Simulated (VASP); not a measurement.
# NaSnCl3 (P4/mmm) in VASP: settings compared

NaSnCl3 is run at these levels: PBE, r2SCAN; tasks: single point.

Program: VASP 6.6.1. These are calculated values, not measurements. Logs are shortened: lines on timing, memory, paths and dates and some standing lists are left out, and cuts for length are marked.

### Step 1. The cell of the first run

It takes space group P4/mmm (No. 123, tetragonal). Conventional cell: a = 5.307 Å, b = 5.307 Å, c = 5.603 Å, α = 90.00°, β = 90.00°, γ = 90.00°. Na (site symmetry 4/mmm) has 12 Cl at 3.75 to 3.86 Å and 8 Sn at 4.68 Å within 4.9 Å. Sn (site symmetry 4/mmm) has 6 Cl at 2.65 to 2.80 Å within 3.5 Å. Cl (site symmetry 4/mmm) has 2 Sn at 2.80 Å and 4 Na at 3.75 Å and 8 Cl at 3.86 Å within 3.9 Å. Cl (site symmetry mmm) has 2 Sn at 2.65 Å within 3.5 Å.

### Step 2. Single point, PBE (epitaxial xy strain -4.0%)

Contents of INCAR:

```
SYSTEM = NaSnCl3
ALGO     = Normal         ! electronic algorithm
EDIFF    = 1E-7           ! SCF threshold, eV
ENCUT    = 520            ! plane-wave cutoff, eV
GGA      = PE             ! functional
ISIF     = 2              ! what is computed and relaxed
ISMEAR   = -1             ! smearing method
LASPH    = .True.         ! aspherical terms in the spheres
LCHARG   = .False.        ! write CHGCAR
LREAL    = .False.        ! projectors in reciprocal space
LWAVE    = .False.        ! write WAVECAR
NBANDS   = 29             ! bands
NELM     = 60             ! most SCF steps
PREC     = Accurate       ! precision mode
SIGMA    = 0.02           ! smearing width, eV
```

Contents of KPOINTS:

```
k-points
0
Gamma
  6 6 6
  0 0 0
```

Contents of POSCAR:

```
NaSnCl3
1.0
    5.3068889617      0.0000000000      0.0000000000
    0.0000000000      5.3068889617      0.0000000000
    0.0000000000      0.0000000000      5.6029650467
Na Sn Cl
1 1 3
Direct
    0.0000000000      0.0000000000      0.0000000000
    0.5000000000      0.5000000000      0.5000000000
    0.5000000000      0.5000000000      0.0000000000
    0.5000000000      0.0000000000      0.5000000000
    0.0000000000      0.5000000000      0.5000000000
```

Potentials or basis: VASP PAW PBE potentials, release 64 (Na_pv, Sn_d, Cl).

Run with:

```console
cat potpaw_PBE.64/Na_pv/POTCAR potpaw_PBE.64/Sn_d/POTCAR potpaw_PBE.64/Cl/POTCAR > POTCAR
mpirun -np 1 vasp_std > vasp.out
```

OUTCAR:

```text
SYSTEM = NaSnCl3
   EDIFF = 1E-7
   ENCUT = 520
   GGA = PE
   ISIF = 2
   ISMEAR = -1
   LASPH = .True.
   LREAL = .False.
   NELM = 60
   PREC = Accurate

 ion  position               nearest neighbor table
   1  0.000  0.000  0.000-
   2  0.500  0.500  0.500-   4 2.65   5 2.65   4 2.65   5 2.65   3 2.80   3 2.80
   3  0.500  0.500  0.000-   2 2.80   2 2.80
   4  0.500  0.000  0.500-   2 2.65   2 2.65
   5  0.000  0.500  0.500-   2 2.65   2 2.65

  LATTYP: Found a simple tetragonal cell.
 ALAT       =     5.3068889617
 C/A-ratio  =     1.0557908950

  Lattice vectors:

 A1 = (   5.3068889617,   0.0000000000,   0.0000000000)
 A2 = (   0.0000000000,   5.3068889617,   0.0000000000)
 A3 = (   0.0000000000,   0.0000000000,   5.6029650467)

Analysis of symmetry for initial positions (statically):
=====================================================================
 Subroutine PRICEL returns:
 Original cell was already a primitive cell.

 Routine SETGRP: Setting up the symmetry group for a
 simple tetragonal supercell.

 Subroutine GETGRP returns: Found 16 space group operations
 (whereof 16 operations were pure point group operations)
 out of a pool of 16 trial point group operations.

The static configuration has the point symmetry D_4h.

Analysis of symmetry for dynamics (positions and initial velocities):
=====================================================================
 Subroutine PRICEL returns:
 Original cell was already a primitive cell.

 Routine SETGRP: Setting up the symmetry group for a
 simple tetragonal supercell.

 Subroutine GETGRP returns: Found 16 space group operations
 (whereof 16 operations were pure point group operations)
 out of a pool of 16 trial point group operations.

The dynamic configuration has the point symmetry D_4h.

 Subroutine INISYM returns: Found 16 space group operations
 (whereof 16 operations are pure point group operations),
 and found     1 'primitive' translations

----------------------------------------------------------------------------------------

                                     Primitive cell

  volume of cell :     157.7967

  direct lattice vectors                    reciprocal lattice vectors
     5.306888962  0.000000000  0.000000000     0.188434318  0.000000000  0.000000000
     0.000000000  5.306888962  0.000000000     0.000000000  0.188434318  0.000000000
[... 91 lines left out ...]
   EDIFF  = 0.1E-06   stopping-criterion for ELM
   LREAL  =      F    real-space projection
   EDIFFG = 0.1E-05   stopping-criterion for IOM
   NSW    =      0    number of steps for IOM
   IBRION =     -1    ionic relax: 0-MD 1-quasi-New 2-CG
   NFREE  =      0    steps in history (QN), initial steepest desc. (CG)
   ISIF   =      2    stress and relaxation
   ISYM   =      2    0-nonsym 1-usesym 2-fastsym
   POTIM  = 0.5000    time-step for ionic-motion
   TEBEG  =    0.0;   TEEND  =   0.0 temperature during run
   PSTRESS=    0.0 pullay stress
   NELECT =      42.0000    total number of electrons
   NUPDOWN=      -1.0000    fix difference up-down
   EMIN   =  10.00;   EMAX   =-10.00  energy-range for DOS
   EFERMI =   0.00;   METHOD = LEGACY
   ISMEAR =    -1;   SIGMA  =   0.02  broadening in eV -4-tet -1-fermi 0-gaus
   EFERMI_NEDOS =   21; number of points for ismear=-14 and -15
   IALGO  =     38    algorithm
   IMIX   =      4    mixing-type and parameters
     AMIX     =   0.40;   BMIX     =  1.00
     AMIX_MAG =   1.60;   BMIX_MAG =  1.00
  volume/ion in A,a.u.               =      31.56       212.97
  Fermi-wavevector in a.u.,A,eV,Ry     =   1.053073  1.990020 15.088364  1.108963
  Thomas-Fermi vector in A             =   2.188181
   LORBIT       =      0    0 simple, 1 ext, 2 COOP (PROOUT), +10 PAW based schemes
   GGA     = PE    functional components
   LHFCALC =     F    Hartree Fock is set to
   AEXX    =    0.0000 exact exchange contribution
   IVDW    =     0    specifies the selected vdW correction
   LEPSILON=     F    determine dielectric tensor
   LRPA    =     F    only Hartree local field effects (RPA)
 non-spin polarized calculation
  energy-cutoff  :      520.00
  volume of cell :      157.80
 maximum number of plane-waves:      4280
 NGX is ok and might be reduce to    40
   NGX = 19   NGY = 19   NGZ = 21

 number of electron      41.9999992 magnetization

 Free energy of the ion-electron system (eV)
  ---------------------------------------------------
  ext. energy  EPLUGINS =         0.00000000
  ---------------------------------------------------
  free energy    TOTEN  =       -16.24857503 eV

  energy without entropy =      -16.24825289  energy(sigma->0) =      -16.24841396

 E-fermi :   3.4686     XC(G=0):  -7.4128

 val. band max:        2.7983382766   @ k =   0.5000   0.5000   0.3333
 cond. band min:       3.4713743261   @ k =   0.5000   0.5000   0.5000
 fundamental gap:      0.6730360496
 Fermi energy:         3.4686021704

 k-point     1 :       0.0000    0.0000    0.0000
  band No.  band energies     occupation
      1     -23.5792      2.00000
      2     -23.5764      2.00000
      3     -23.5764      2.00000
      4     -19.2126      2.00000
      5     -19.1910      2.00000
      6     -19.1371      2.00000
[... 757 lines left out ...]
     28       7.7147      0.00000
     29       9.5666      0.00000

 [... further k-points ...]

------------------------ aborting loop because EDIFF is reached ----------------------------------------

  FORCE on cell =-STRESS in cart. coord.  units (eV):
  Direction    XX          YY          ZZ          XY          YZ          ZX
  --------------------------------------------------------------------------------------
  -------------------------------------------------------------------------------------
  Total        3.4511347      3.4511347      0.3790542      0.0000000      0.0000000     -0.0000000
  in kB       35.0408452     35.0408452      3.8486996      0.0000000      0.0000000     -0.0000000
  external PRESSURE =      24.6434633 kB  Pullay stress =       0.0000000 kB

 VOLUME and BASIS-vectors are now :
 -----------------------------------------------------------------------------
  energy-cutoff  :      520.00
  volume of cell :      157.80
      direct lattice vectors                 reciprocal lattice vectors
     5.306888962  0.000000000  0.000000000     0.188434318  0.000000000  0.000000000
     0.000000000  5.306888962  0.000000000     0.000000000  0.188434318  0.000000000
     0.000000000  0.000000000  5.602965047     0.000000000  0.000000000  0.178476930

 POSITION                                       TOTAL-FORCE (eV/Angst)
 -----------------------------------------------------------------------------------
      0.00000      0.00000      0.00000         0.000000      0.000000      0.000000
      2.65344      2.65344      2.80148         0.000000      0.000000      0.000000
      2.65344      2.65344      0.00000         0.000000      0.000000      0.000000
      2.65344      0.00000      2.80148         0.000000      0.000000      0.000000
      0.00000      2.65344      2.80148         0.000000      0.000000      0.000000
 -----------------------------------------------------------------------------------
    total drift:                               -0.000000      0.000000     -0.000000

  FREE ENERGIE OF THE ION-ELECTRON SYSTEM (eV)
  ---------------------------------------------------
  free  energy   TOTEN  =       -16.2485750267 eV

  energy  without entropy=      -16.2482528876  energy(sigma->0) =      -16.24841396
```

OSZICAR:

```text
N       E                     dE             d eps       ncg     rms          rms(c)
DAV:   1     0.418577419491E+03    0.41858E+03   -0.19584E+04  2325   0.150E+03
DAV:   2     0.462095049737E+02   -0.37237E+03   -0.35730E+03  2581   0.389E+02
DAV:   3    -0.140613438161E+02   -0.60271E+02   -0.58814E+02  2770   0.153E+02
DAV:   4    -0.170433916656E+02   -0.29820E+01   -0.29614E+01  2820   0.380E+01
DAV:   5    -0.171296902578E+02   -0.86299E-01   -0.86256E-01  3120   0.646E+00    0.773E+00
DAV:   6    -0.163522335493E+02    0.77746E+00   -0.12668E+00  3122   0.626E+00    0.461E+00
DAV:   7    -0.162615408571E+02    0.90693E-01   -0.36887E-01  2803   0.274E+00    0.207E+00
DAV:   8    -0.162499676059E+02    0.11573E-01   -0.44537E-02  2734   0.171E+00    0.284E-01
DAV:   9    -0.162484940768E+02    0.14735E-02   -0.61531E-03  3397   0.559E-01    0.161E-01
DAV:  10    -0.162485452215E+02   -0.51145E-04   -0.22183E-03  2573   0.294E-01    0.314E-02
DAV:  11    -0.162485654731E+02   -0.20252E-04   -0.16050E-04  3081   0.944E-02    0.199E-02
DAV:  12    -0.162485736871E+02   -0.82140E-05   -0.23976E-05  2955   0.424E-02    0.883E-03
DAV:  13    -0.162485742479E+02   -0.56081E-06   -0.29742E-06  3067   0.154E-02    0.364E-03
DAV:  14    -0.162485749539E+02   -0.70603E-06   -0.10197E-06  2335   0.585E-03    0.100E-03
DAV:  15    -0.162485750267E+02   -0.72775E-07   -0.47192E-08  1913   0.188E-03
   1 F= -.16248575E+02 E0= -.16248414E+02  d E =-.322139E-03
```

It took 4.2 min on 1 thread of Intel Xeon 8259CL, shared host; peak memory 0.34 GiB.

Results:

| Quantity | Value |
| --- | --- |
| Free energy | -16.2486 eV |
| Pressure | 2.5 GPa |
| Band gap on the k mesh | zero (filled and empty bands touch) |

Stress tensor (GPa, compression positive):
```
3.50 0.00 0.00
0.00 3.50 0.00
0.00 0.00 0.38
```

Levels at points of the mesh, in eV from the Fermi level:
| k point | band 19 | band 20 | band 21 | band 22 | band 23 | band 24 |
| --- | --- | --- | --- | --- | --- | --- |
| (0.00, 0.00, 0.00) | -4.40 | -4.39 | -4.39 | 0.01 | 4.23 | 4.27 |
| (0.50, 0.00, 0.00) | -4.43 | -4.38 | -2.50 | 1.45 | 1.63 | 2.43 |
| (0.50, 0.50, 0.00) | -4.75 | -3.92 | -1.03 | 0.97 | 0.97 | 1.71 |
| (0.00, 0.00, 0.50) | -4.44 | -4.44 | -2.97 | 1.23 | 1.39 | 2.49 |
| (0.50, 0.00, 0.50) | -4.56 | -3.97 | -1.41 | 0.71 | 1.15 | 1.74 |
| (0.50, 0.50, 0.50) | -3.97 | -3.91 | 0.00 | 0.04 | 0.50 | 0.50 |

Caveat: the cell differs from its parent crystal (epitaxial xy strain -4.0%); semilocal functionals underestimate gaps, and a narrow one can read as zero; spin-orbit coupling is left out, which moves the levels of the heavy elements.

### Step 3. Single point, r2SCAN (epitaxial xy strain -4.0%)

POSCAR is that of step 2.

Contents of INCAR.step1:

```
SYSTEM = NaSnCl3
  PREC = Accurate
  ENCUT = 520
  ISMEAR = -1
  SIGMA = 0.02
  LREAL = .FALSE.
  LASPH = .TRUE.
  NELM = 60
  NBANDS = 29
  GGA = PE
  ALGO = Normal
  EDIFF = 1E-4
  LWAVE = .TRUE.
  LCHARG = .FALSE.
```

Contents of INCAR.step2:

```
SYSTEM = NaSnCl3
  PREC = Accurate
  ENCUT = 520
  EDIFF = 1E-6
  ISMEAR = -1
  SIGMA = 0.02
  LREAL = .FALSE.
  LASPH = .TRUE.
  NELM = 60
  ALGO = Normal
  ISIF = 2
  LWAVE = .FALSE.
  LCHARG = .FALSE.
  METAGGA = R2SCAN
  LMIXTAU = .TRUE.
  NBANDS = 29
  ISTART = 1
```

Contents of KPOINTS:

```
regular mesh
0
G
  6 6 6
  0 0 0
```

Potentials or basis: VASP PAW PBE potentials, release 64 (Na_pv, Sn_d, Cl).

Run with:

```console
cat potpaw_PBE.64/Na_pv/POTCAR potpaw_PBE.64/Sn_d/POTCAR potpaw_PBE.64/Cl/POTCAR > POTCAR
cp INCAR.step1 INCAR
mpirun -np 1 vasp_std > vasp.out
cp INCAR.step2 INCAR
mpirun -np 1 vasp_std > vasp.out
```

Run time: 12 min. Hardware: 1 thread of Intel Xeon 8259CL, shared host; peak memory 0.38 GiB.

Results (log left out):

```yaml
Free_energy: -52.7168 eV
Pressure: 1.9 GPa
Band_gap_on_the_k_mesh: 0.16 eV
```

Stress tensor (GPa, compression positive):
```
 2.95  0.00  0.00
 0.00  2.95  0.00
 0.00  0.00 -0.24
```

Levels at points of the mesh, in eV from the valence-band top:
```
           k point  band 19  band 20  band 21  band 22  band 23  band 24
(0.00, 0.00, 0.00)    -4.83    -4.82    -4.82     0.33     4.35     4.40
(0.50, 0.00, 0.00)    -4.86    -4.81    -2.67     1.78     1.88     2.63
(0.50, 0.50, 0.00)    -5.18    -4.33    -1.10     1.12     1.12     2.22
(0.00, 0.00, 0.50)    -4.87    -4.87    -3.17     1.51     1.66     2.68
(0.50, 0.00, 0.50)    -4.99    -4.39    -1.51     0.83     1.31     2.24
(0.50, 0.50, 0.50)    -4.38    -4.33     0.00     0.16     0.65     0.65
```

Caveat: the cell differs from its parent crystal (epitaxial xy strain -4.0%); semilocal functionals underestimate gaps, and a narrow one can read as zero; the PAW data sets were made with another functional, which shifts forces and pressure a little; spin-orbit coupling is left out, which moves the levels of the heavy elements. A k mesh can miss the band edges.

The gap in the log of VASP goes by the Fermi energy; the results here count the filled bands.